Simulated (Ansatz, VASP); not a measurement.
## One calculation of Hf, two programs

```
Hf
1.0
     3.18083    0.00000    0.00000
    -1.59042    2.75468    0.00000
     0.00000    0.00000    5.10838
Hf
2
Direct
  0.33333 0.66667 0.25000
  0.66667 0.33333 0.75000
```

Change from the starting cell: z stretched by +1 % at fixed volume.

Alike in both runs: task single point; functional PBE; k mesh 13 × 13 × 7; occupations fermi-dirac, width 0.05 eV; no spin polarisation.

```csv
,VASP,Ansatz
version,VASP 6.6.1,Ansatz 0.2.0
potentials or method,"VASP PAW PBE potentials, release 64 (Hf_pv), cutoff 500 eV","all-electron LAPW, scalar-relativistic"
```

|  | VASP | Ansatz | Ansatz less VASP |
| --- | --- | --- | --- |
| pressure (GPa) | 0.3 | 0.8 | +0.46 |
| traceless stress, the component that is largest in VASP (GPa) | -1.40 | -1.33 | +0.070 |

Ansatz ran all-electron here, and VASP with PAW potentials.

Neither program's run includes spin-orbit coupling.
